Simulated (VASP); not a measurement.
Write the native input for VASP 6.6.1 that does the following.

* Task: relaxation of cell and atoms
* Functional: PBE
* Potentials or basis: VASP PAW PBE potentials, release 64 (Zr_sv, Te, Se)
* Cutoff: 600 eV
* k mesh: 12 × 12 × 6
* Occupations: gaussian, width 0.1 eV
* Spin: no spin polarisation
* Dipole correction: no
* Further INCAR settings: ALGO = Normal; EDIFF = 1e-06; IBRION = 2; EDIFFG = -0.01; NSW = 100; ISIF = 3

The structure of Zr2TeSe lies in POSCAR:

```
Zr2TeSe
1.0
    3.6304654000      0.0000000000      0.0000000000
   -1.8152327000      3.1440753000      0.0000000000
    0.0000000000      0.0000000000      7.7123786000
Zr Te Se
2 1 1
Direct
    0.6666667000      0.3333333000      0.2343350000
    0.6666667000      0.3333333000      0.7656650000
    0.0000000000      0.0000000000      0.5000000000
    0.3333333000      0.6666667000      0.0000000000
```

The cell was generated, and may not be a known phase.

These files were run (other wordings do the same):

INCAR

```
SYSTEM = Zr2TeSe
  PREC = Accurate
  ENCUT = 600
  EDIFF = 1E-6
  ISMEAR = 0
  SIGMA = 0.1
  LREAL = .False.
  LASPH = .True.
  NELM = 60
  ALGO = Normal
  ISIF = 3
  LWAVE = .False.
  LCHARG = .False.
  GGA = PE
  IBRION = 2
  NSW = 100
  EDIFFG = -0.01
```

KPOINTS

```
regular mesh
0
Gamma
  12 12 6
  0 0 0
```

Potentials or basis: VASP PAW PBE potentials, release 64 (Zr_sv, Te, Se).

Run with:

```bash
$ cat potpaw_PBE.64/Zr_sv/POTCAR potpaw_PBE.64/Te/POTCAR potpaw_PBE.64/Se/POTCAR > POTCAR
$ mpirun -np 1 vasp_std > vasp.out
```

It gave:

```json
{
  "Relaxed volume": "22.02 Å³/atom",
  "Relaxed cell": "a = 3.631 Å, b = 3.631 Å, c = 7.715 Å, α = 90.00°, β = 90.00°, γ = 120.00°",
  "Space group after relaxing (to 0.1 Å)": "P-6m2 (No. 187)",
  "Energy gained by relaxing": "0.0 meV/atom",
  "Ionic steps": "3",
  "Pressure after relaxing": "0.0 GPa",
  "Largest force after relaxing": "0.005 eV/Å",
  "Band gap on the k mesh": "zero (bands 18 and 19 overlap by 0.55 eV)"
}
```

Caveat: spin-orbit coupling is left out, which moves the levels of the heavy elements.

Wall time 3.4 min on 1 thread of Intel(R) Xeon(R) 6975P-C (Granite Rapids), with other jobs on the host, peak memory 0.38 GiB.
